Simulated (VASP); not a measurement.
Crystal: HfO3.

```
CELL_PARAMETERS angstrom
3.59715 0.00000 0.00000
-1.79858 3.11522 0.00000
0.00000 0.00000 4.15809
ATOMIC_POSITIONS crystal
Hf 0.00000 0.00000 0.00000
O 0.00000 0.00000 0.50000
O 0.33333 0.66667 0.23259
O 0.33333 0.66667 0.76741
```

| Item | Value |
| --- | --- |
| Program | VASP 6.6.1 |
| Task | relaxation of cell and atoms |
| Functional | PBE |
| Potentials or basis | VASP PAW PBE potentials, release 64 (Hf_pv, O) |
| Cutoff | 600 eV |
| k mesh | 6 × 6 × 4 |
| Occupations | gaussian, width 0.1 eV |
| Spin | no spin polarisation |

At the start: pressure -1.9 GPa; volume 11.65 Å³/atom.

**Question.** Where does the relaxation end?

**Answer.** Over 17 steps the energy falls by 118.7 meV/atom and the volume is 12.71 Å³/atom (+9.1 %); space group P-6m2 (No. 187, to 0.05 Å).

Step by step:
| step | energy change (eV) | largest force (eV/Å) | pressure (GPa) | volume (Å³) |
| --- | --- | --- | --- | --- |
| 1 | 0.0000 | 1.5724 | -1.91 | 46.60 |
| 2 | -0.0996 | 0.3437 | 12.44 | 45.61 |
| 3 | -0.1443 | 0.1099 | 6.36 | 45.98 |
| 4 | -0.1451 | 0.1965 | 5.65 | 46.02 |
| 5 | -0.1942 | 0.5923 | -0.99 | 48.36 |
| 6 | -0.1976 | 0.7911 | -2.48 | 48.96 |
| 7 | -0.2580 | 1.4420 | -2.49 | 49.71 |
| 8 | -0.4599 | 0.4582 | -1.25 | 52.00 |
| 9 | -0.4517 | 0.9640 | -2.24 | 51.21 |
| 10 | -0.4686 | 0.2455 | -1.74 | 51.64 |
| 11 | -0.4687 | 0.1448 | -1.68 | 51.70 |
| 12 | -0.4736 | 0.0892 | 0.21 | 50.92 |
| 13 | -0.4736 | 0.0859 | 0.31 | 50.88 |
| 14 | -0.4748 | 0.0556 | 0.04 | 50.84 |
| 15 | -0.4748 | 0.0489 | -0.01 | 50.83 |
| 16 | -0.4749 | 0.0437 | 0.15 | 50.82 |
| 17 | -0.4749 | 0.0006 | 0.06 | 50.83 |

Final structure:
```yaml
crystal:
  lattice:
    - [3.80874, 0.00000, 0.00000]
    - [-1.90437, 3.29846, 0.00000]
    - [0.00000, 0.00000, 4.04580]
  atoms:
    - { symbol: Hf, position: [0.00000, 0.00000, 0.00000] }
    - { symbol: O, position: [0.00000, 0.00000, 0.50000] }
    - { symbol: O, position: [0.33333, 0.66667, 0.18837] }
    - { symbol: O, position: [0.33333, 0.66667, 0.81163] }
```
